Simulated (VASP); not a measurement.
GaP, 2 atoms in the cell. Symmetry: F-43m, No. 216, cubic system. Conventional cell: a = 5.451 Å, b = 5.451 Å, c = 5.451 Å, α = 90.00°, β = 90.00°, γ = 90.00°. Ga (site symmetry -43m) has 4 P at 2.36 Å within 3.1 Å. P (site symmetry -43m) has 4 Ga at 2.36 Å within 3.1 Å. 

```yaml
Program: VASP 6.6.1
Task: single point
Functional: r2SCAN
Potentials_or_basis: VASP PAW PBE potentials, release 64 (Ga_d, P)
Cutoff: 520 eV
k_mesh: 12 × 12 × 12
Occupations: fermi-dirac, width 0.08 eV
Spin: no spin polarisation
Dipole_correction: no
Further_INCAR_settings: ALGO = Normal; EDIFF = 1e-06; NBANDS = 16
```

Potentials or basis: VASP PAW PBE potentials, release 64 (Ga_d, P).

Command:

```console
$ cat potpaw_PBE.64/Ga_d/POTCAR potpaw_PBE.64/P/POTCAR > POTCAR
$ cp INCAR.step1 INCAR
$ mpirun -np 1 vasp_std > vasp.out
$ cp INCAR.step2 INCAR
$ mpirun -np 1 vasp_std > vasp.out
```

Hardware: 1 thread of Intel Xeon 6975P-C, on a shared host.

Task: Estimate the wall time of this run.

Result: Wall time 2.8 min on 1 thread of Intel Xeon 6975P-C, on a shared host, peak memory 0.2 GiB. Counts: k points 72.
